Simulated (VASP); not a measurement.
Runs of VASP 6.6.1 on Ca. The structure is that of space group Pm-3m (No. 221), or close to it. The cells are those of the table. This isn't the form of Ca at room conditions, which is fcc.

```tsv
cell	gap on the mesh (eV)	pressure (GPa)
a = 2.562 Å, 1 atom	none	50.9
a = 2.666 Å, 1 atom	none	(a)
a = 2.615 Å, 1 atom	none	(b)
a = 2.580 Å, 1 atom	none	48.1
a = 2.649 Å, 1 atom	none	38.9
a = 2.632 Å, 1 atom	none	41.0
a = 2.597 Å, 1 atom	none	45.5
```

Alike in all rows: task single point; level PBE; potentials or basis VASP PAW PBE potentials, release 64 (Ca_sv); no spin polarisation; k mesh 11 × 11 × 11; cutoff (eV) 500; smearing fermi-dirac 0.1 eV.

Q: Estimate the missing entries.

A: (a) 36.8; (b) 43.2.

Caveats: the cell stands under pressure.

A gap of «none» marks levels without a gap at the run's occupations.
